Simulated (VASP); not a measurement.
Input of a VASP 6.6.1 run:

File INCAR:

```
SYSTEM = Al2O3
PREC     = Accurate       ! precision mode
ENCUT    = 520            ! plane-wave cutoff, eV
EDIFF    = 1E-7           ! SCF threshold, eV
ISMEAR   = 0              ! smearing method
SIGMA    = 0.01           ! smearing width, eV
LREAL    = .False.        ! projectors in reciprocal space
LASPH    = .True.         ! aspherical terms in the spheres
NELM     = 60             ! most SCF steps
ALGO     = Normal         ! electronic algorithm
ISIF     = 2              ! what is computed and relaxed
LWAVE    = .False.        ! write WAVECAR
LCHARG   = .False.        ! write CHGCAR
NBANDS   = 35             ! bands
```

The input KPOINTS:

```
Automatic mesh
0
Gamma
  6 4 8
  0 0 0
```

The input POSCAR:

```
Al2O3
1.0
    4.6137770000      0.0000000000      0.0000000000
    0.0000000000      9.5632790000      0.0000000000
    0.0000000000      0.0000000000      3.1198620000
Al O
4 6
Direct
    0.5170250000      0.3245730000      0.5000000000
    0.4829750000      0.6754270000      0.5000000000
    0.0170250000      0.1754270000      0.0000000000
    0.9829750000      0.8245730000      0.0000000000
    0.8763650000      0.2469500000      0.5000000000
    0.0000000000      0.0000000000      0.0000000000
    0.6236350000      0.7469500000      0.0000000000
    0.3763650000      0.2530500000      0.0000000000
    0.1236350000      0.7530500000      0.5000000000
    0.5000000000      0.5000000000      0.5000000000
```

Potentials or basis: VASP PAW LDA potentials, release 64 (Al, O).

Run with:

```console
$ cat potpaw_LDA.64/Al/POTCAR potpaw_LDA.64/O/POTCAR > POTCAR
$ mpirun -np 1 vasp_std > vasp.out
```

(1) What does it give for the band gap on the k mesh?

(2) Predict the largest force.

## Answers

(1) 3.35 eV.

(2) 0.194 eV/Å.
